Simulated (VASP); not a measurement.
# Zr (Pm-3m) in VASP: notebook

The runs below take Zr through single point, with PBE.

Everything below comes from runs of VASP 6.6.1. Logs are shortened: lines on timing, memory, paths and dates and some standing lists are left out, and cuts for length are marked.

## Step 1: The cell of the first run

The structure is cubic, space group Pm-3m (No. 221). The conventional cell has a = 2.149 Å, b = 2.149 Å, c = 2.149 Å, α = 90.00°, β = 90.00°, γ = 90.00°. Zr (site symmetry m-3m) has 6 Zr at 2.15 Å within 2.8 Å.

## Step 2: Single point, PBE (volume scaled by 0.4)

INCAR reads:

```
PREC     = Accurate       # precision mode
ENCUT    = 520            # plane-wave cutoff, eV
EDIFF    = 1E-6           # SCF threshold, eV
ISMEAR   = -1             # smearing method
SIGMA    = 0.1            # smearing width, eV
LREAL    = False          # projectors in reciprocal space
LASPH    = True           # aspherical terms in the spheres
NELM     = 80             # most SCF steps
ALGO     = Normal         # electronic algorithm
ISIF     = 2              # what is computed and relaxed
LWAVE    = False          # write WAVECAR
LCHARG   = True           # write CHGCAR
GGA      = PE             # functional
LELF     = True           # ELF
LVHAR    = True         
NBANDS   = 12             # bands
```

KPOINTS reads:

```
Automatic mesh
0
Gamma
  14 14 14
```

POSCAR reads:

```
Zr
1.0
    2.1486533183      0.0000000000      0.0000000000
    0.0000000000      2.1486533183      0.0000000000
    0.0000000000      0.0000000000      2.1486533183
Zr
1
Direct
    0.0000000000      0.0000000000      0.0000000000
```

Potentials or basis: VASP PAW PBE potentials, release 64 (Zr_sv).

Started as:

```
> cat potpaw_PBE.64/Zr_sv/POTCAR > POTCAR
> mpirun -np 1 vasp_std > vasp.out
```

OUTCAR:

```text
PREC = Accurate
   ENCUT = 520
   EDIFF = 1E-6
   ISMEAR = -1
   LREAL = False
   LASPH = True
   NELM = 80
   ISIF = 2
   GGA = PE

 ion  position               nearest neighbor table
   1  0.000  0.000  0.000-

  LATTYP: Found a simple cubic cell.
 ALAT       =     2.1486533183

  Lattice vectors:

 A1 = (   2.1486533183,   0.0000000000,   0.0000000000)
 A2 = (   0.0000000000,   2.1486533183,   0.0000000000)
 A3 = (   0.0000000000,   0.0000000000,   2.1486533183)

Analysis of symmetry for initial positions (statically):
=====================================================================
 Subroutine PRICEL returns:
 Original cell was already a primitive cell.

 Routine SETGRP: Setting up the symmetry group for a
 simple cubic supercell.

 Subroutine GETGRP returns: Found 48 space group operations
 (whereof 48 operations were pure point group operations)
 out of a pool of 48 trial point group operations.

The static configuration has the point symmetry O_h .

Analysis of symmetry for dynamics (positions and initial velocities):
=====================================================================
 Subroutine PRICEL returns:
 Original cell was already a primitive cell.

 Routine SETGRP: Setting up the symmetry group for a
 simple cubic supercell.

 Subroutine GETGRP returns: Found 48 space group operations
 (whereof 48 operations were pure point group operations)
 out of a pool of 48 trial point group operations.

The dynamic configuration has the point symmetry O_h .

 Subroutine INISYM returns: Found 48 space group operations
 (whereof 48 operations are pure point group operations),
 and found     1 'primitive' translations

----------------------------------------------------------------------------------------

                                     Primitive cell

  volume of cell :       9.9197

  direct lattice vectors                    reciprocal lattice vectors
     2.148653318  0.000000000  0.000000000     0.465407794  0.000000000  0.000000000
     0.000000000  2.148653318  0.000000000     0.000000000  0.465407794  0.000000000
     0.000000000  0.000000000  2.148653318     0.000000000  0.000000000  0.465407794

  length of vectors
     2.148653318  2.148653318  2.148653318     0.465407794  0.465407794  0.465407794

[... 77 lines left out ...]
   NELM   =     80;   NELMIN=  2; NELMDL= -5     # of ELM steps
   EDIFF  = 0.1E-05   stopping-criterion for ELM
   LREAL  =      F    real-space projection
   EDIFFG = 0.1E-04   stopping-criterion for IOM
   NSW    =      0    number of steps for IOM
   IBRION =     -1    ionic relax: 0-MD 1-quasi-New 2-CG
   NFREE  =      0    steps in history (QN), initial steepest desc. (CG)
   ISIF   =      2    stress and relaxation
   ISYM   =      2    0-nonsym 1-usesym 2-fastsym
   POTIM  = 0.5000    time-step for ionic-motion
   TEBEG  =    0.0;   TEEND  =   0.0 temperature during run
   PSTRESS=    0.0 pullay stress
   NELECT =      12.0000    total number of electrons
   NUPDOWN=      -1.0000    fix difference up-down
   EMIN   =  10.00;   EMAX   =-10.00  energy-range for DOS
   EFERMI =   0.00;   METHOD = LEGACY
   ISMEAR =    -1;   SIGMA  =   0.10  broadening in eV -4-tet -1-fermi 0-gaus
   EFERMI_NEDOS =   21; number of points for ismear=-14 and -15
   IALGO  =     38    algorithm
   IMIX   =      4    mixing-type and parameters
     AMIX     =   0.40;   BMIX     =  1.00
     AMIX_MAG =   1.60;   BMIX_MAG =  1.00
  volume/ion in A,a.u.               =       9.92        66.94
  Fermi-wavevector in a.u.,A,eV,Ry     =   1.744358  3.296358 41.399590  3.042784
  Thomas-Fermi vector in A             =   2.816253
   LORBIT       =      0    0 simple, 1 ext, 2 COOP (PROOUT), +10 PAW based schemes
   GGA     = PE    functional components
   LHFCALC =     F    Hartree Fock is set to
   AEXX    =    0.0000 exact exchange contribution
   IVDW    =     0    specifies the selected vdW correction
   LEPSILON=     F    determine dielectric tensor
   LRPA    =     F    only Hartree local field effects (RPA)
 non-spin polarized calculation
  energy-cutoff  :      520.00
  volume of cell :        9.92
 maximum number of plane-waves:       284
 NGX is ok and might be reduce to    16
   NGX =  7   NGY =  7   NGZ =  7

 number of electron      11.9999999 magnetization

 Free energy of the ion-electron system (eV)
  ---------------------------------------------------
  ext. energy  EPLUGINS =         0.00000000
  ---------------------------------------------------
  free energy    TOTEN  =         0.39493731 eV

  energy without entropy =        0.41499394  energy(sigma->0) =        0.40496562

 E-fermi :  22.3284     XC(G=0): -15.5799

 val. band max:       22.2996673607   @ k =   0.2857   0.2143   0.1429
 cond. band min:      22.3873026818   @ k =   0.3571   0.3571   0.0714
 fundamental gap:      0.0876353211
 Fermi energy:        22.3284415071

 k-point     1 :       0.0000    0.0000    0.0000
  band No.  band energies     occupation
      1     -29.8011      2.00000
      2      -1.2195      2.00000
      3      -1.2195      2.00000
      4      -1.2195      2.00000
      5      15.9769      2.00000
      6      15.9769      2.00000
      7      18.5906      2.00000
      8      35.8912      0.00000
      9      35.8912      0.00000
     10      35.8912      0.00000
     11      45.6460      0.00000
     12      45.6460      0.00000
[... 331 lines left out ...]
 k-point    24 :       0.3571    0.2143    0.0000
  band No.  band energies     occupation
      1     -27.2932      2.00000
      2      -8.8223      2.00000
      3      -4.4308      2.00000
      4       0.2395      2.00000
      5      18.5226      2.00000
      6      20.1143      2.00000
      7      26.8612      0.00000
      8      27.8409      0.00000
      9      31.4732      0.00000
     10      32.2133      0.00000
     11      39.2723      0.00000
     12      44.5381      0.00000

 [... further k-points ...]
[... 5 lines left out ...]
  --------------------------------------------------------------------------------------
  -------------------------------------------------------------------------------------
  Total       24.1682789     24.1682789     24.1682789     -0.0000000      0.0000000     -0.0000000
  in kB     3903.5276675   3903.5276675   3903.5276675     -0.0000000      0.0000000     -0.0000000
  external PRESSURE =    3903.5276675 kB  Pullay stress =       0.0000000 kB

 VOLUME and BASIS-vectors are now :
 -----------------------------------------------------------------------------
  energy-cutoff  :      520.00
  volume of cell :        9.92
      direct lattice vectors                 reciprocal lattice vectors
     2.148653318  0.000000000  0.000000000     0.465407794  0.000000000  0.000000000
     0.000000000  2.148653318  0.000000000     0.000000000  0.465407794  0.000000000
     0.000000000  0.000000000  2.148653318     0.000000000  0.000000000  0.465407794

 POSITION                                       TOTAL-FORCE (eV/Angst)
 -----------------------------------------------------------------------------------
      0.00000      0.00000      0.00000         0.000000      0.000000      0.000000
 -----------------------------------------------------------------------------------
    total drift:                                0.000000      0.000000     -0.000000

  FREE ENERGIE OF THE ION-ELECTRON SYSTEM (eV)
  ---------------------------------------------------
  free  energy   TOTEN  =         0.3949373105 eV

  energy  without entropy=        0.4149939358  energy(sigma->0) =        0.40496562
```

stdout:

```text
POSCAR found type information on POSCAR Zr
 POSCAR found :  1 types and       1 ions
 scaLAPACK will be used
 LDA part: xc-table for (Slater+PW92), standard interpolation
 POSCAR, INCAR and KPOINTS ok, starting setup
 FFT: planning ... GRIDC
 FFT: planning ... GRID_SOFT
 FFT: planning ... GRID
 WAVECAR not read
 entering main loop
```

Wall time 3.3 s (1 thread of Intel Xeon 6975P-C (Granite Rapids), shared host); peak memory 0.12 GiB.

What came out:

| Property | Result |
| --- | --- |
| Free energy | 0.3949 eV |
| Pressure | 390.4 GPa |
| Band gap on the k mesh | zero (band 6 reaches 24.05 eV, above the bottom of band 7 at 15.22 eV) |

## Step 3: Single point, PBE (volume scaled by 0.4)

INCAR reads:

```
SYSTEM = Zr
PREC = Accurate
ENCUT = 520
EDIFF = 1E-7
ISMEAR = -1
SIGMA = 0.1
LREAL = .False.
LASPH = .True.
NELM = 100
ALGO = Normal
ISIF = 2
LWAVE = .False.
LCHARG = .False.
GGA = PE
NBANDS = 12
```

KPOINTS reads:

```
regular mesh
0
Gamma
  14 14 14
  0 0 0
```

POSCAR is that of step 2.

Potentials or basis: VASP PAW PBE potentials, release 64 (Zr_sv).

Started as:

```
> cat potpaw_PBE.64/Zr_sv/POTCAR > POTCAR
> mpirun -np 1 vasp_std > vasp.out
```

It took 3.6 s on 1 thread of Intel Xeon 6975P-C (Granite Rapids), shared host; peak memory 0.12 GiB.

It converged, with:

```yaml
Free_energy: 0.3949 eV
Pressure: 390.3 GPa
Band_gap_on_the_k_mesh: zero (band 6 reaches 24.05 eV, above the bottom of band 7 at 15.22 eV)
```

Levels at points of the mesh, in eV from the Fermi level:
```
           k point  band 2  band 3  band 4  band 5  band 6  band 7  band 8  band 9  band 10  band 11
(0.00, 0.00, 0.00)  -23.55  -23.55  -23.55   -6.35   -6.35   -3.74   13.56   13.56    13.56    23.32
(0.50, 0.00, 0.00)  -33.32  -22.26  -22.26   -3.99    0.31    3.49    3.49    4.14    13.53    14.88
(0.50, 0.50, 0.00)  -31.39  -31.39  -21.09  -10.81    0.86    5.74    5.74   12.41    12.41    20.11
(0.50, 0.50, 0.50)  -29.71  -29.71  -29.71   -7.11   -7.11   -7.11    4.17   21.10    21.10    31.26
```

(Continued in part 2 of 2.)
